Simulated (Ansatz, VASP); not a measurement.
## V: VASP beside Ansatz

File INCAR:

```
SYSTEM = V
PREC = Accurate
ENCUT = 520
EDIFF = 1E-6
ISMEAR = 0
SIGMA = 0.15
LREAL = .FALSE.
LASPH = .TRUE.
NELM = 60
ALGO = Fast
ISIF = 2
LWAVE = .FALSE.
LCHARG = .FALSE.
GGA = PE
NBANDS = 12
```

Contents of KPOINTS:

```
regular mesh
0
G
  22 22 22
  0 0 0
```

POSCAR

```
V
1.0
   -1.5735200000      1.5735200000      1.6340400000
    1.5735200000     -1.5735200000      1.6340400000
    1.5735200000      1.5735200000     -1.6340400000
V
1
Direct
    0.0000000000      0.0000000000      0.0000000000
```

Input for Ansatz:

```yaml
crystal:
  lattice:
    - [-1.57352, 1.57352, 1.63404]
    - [1.57352, -1.57352, 1.63404]
    - [1.57352, 1.57352, -1.63404]
  atoms:
    - { symbol: V, position: [0.0, 0.0, 0.0] }
basis:
  ecutwfc: 420
kpoints:
  mp_grid: { grid: [22, 22, 22] }
hamiltonian:
  xc: pbe
scf:
  occupations: { method: gaussian, width: 0.15 }
output:
  forces: true
  stress: true
  eigenvalues: true
  write_density: true
  write_potential: true
  elf: true
  volumetric_format: npy
```

Change from the starting cell: strain +0.040 along x and y, +0.080 along z, atoms carried along.

Alike in both runs: task single point; functional PBE; k mesh 22 × 22 × 22; occupations gaussian, width 0.15 eV; no spin polarisation.

|  | VASP | Ansatz |
| --- | --- | --- |
| version | VASP 6.6.1 | Ansatz 0.2.0 |
| potentials or method | VASP PAW PBE potentials, release 64 (V_sv), cutoff 520 eV | scalar-relativistic, plane waves, PAW |
| valence electrons in the cell | 13 | 13 |

Ansatz gave:

| Property | Result |
| --- | --- |
| gap on the k mesh at the Fermi level (eV) | none |
| pressure (GPa) | -23.3 |
| traceless stress, the component that is largest in VASP (GPa) | -1.84 |

**Question.** Estimate VASP's values.

**Answer.** gap on the k mesh at the Fermi level (eV): none; pressure (GPa): -23.1; traceless stress, the component that is largest in VASP (GPa): -1.83.

A gap of «none» marks a metal or a gap that the smearing closes. With one functional, cell and mesh, what is left measures potentials, basis and numerics.
